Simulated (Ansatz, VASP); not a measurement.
BiPbBrO2 in VASP and in Ansatz

```xyz
5
Lattice="-1.9583 1.9583 6.3178 1.9583 -1.9583 6.3178 1.9583 1.9583 -6.3178" Properties=species:S:1:pos:R:3 pbc="T T T"
Bi    0.0000    0.0000    4.3460
Pb    0.0000    0.0000    8.2347
Br    0.0000    0.0000   12.5213
O     0.0000    1.9583    3.2435
O     1.9583    0.0000    3.2435
```

Alike in both runs: functional LDA; k mesh 8 × 8 × 8; occupations gaussian, width 0.1 eV; no spin polarisation.

Ansatz relaxed the structure, and its values are those at the end. VASP's run is a single point on that final structure, the one shown.

```csv
,VASP,Ansatz
version,VASP 6.6.1,Ansatz 0.2.0
potentials or method,"VASP PAW LDA potentials, release 64 (Bi_d, Pb_d, Br, O), cutoff 520 eV","scalar-relativistic, plane waves, PAW"
valence electrons in the cell,48,48
```

|  | VASP | Ansatz | Ansatz less VASP |
| --- | --- | --- | --- |
| gap on the k mesh at the Fermi level (eV) | 1.62 | 1.64 | +0.020 |
| least direct gap on the mesh (eV) | 1.92 | 1.94 | +0.012 |
| pressure (GPa) | 0.1 | -0.2 | -0.29 |
| rms of the force components (eV/Å) | 0.031 | 0.002 | -0.0287 |

LDA's correlation is that of Perdew and Zunger in VASP and of Perdew and Wang (1992) in Ansatz.

Spin-orbit coupling is off throughout.
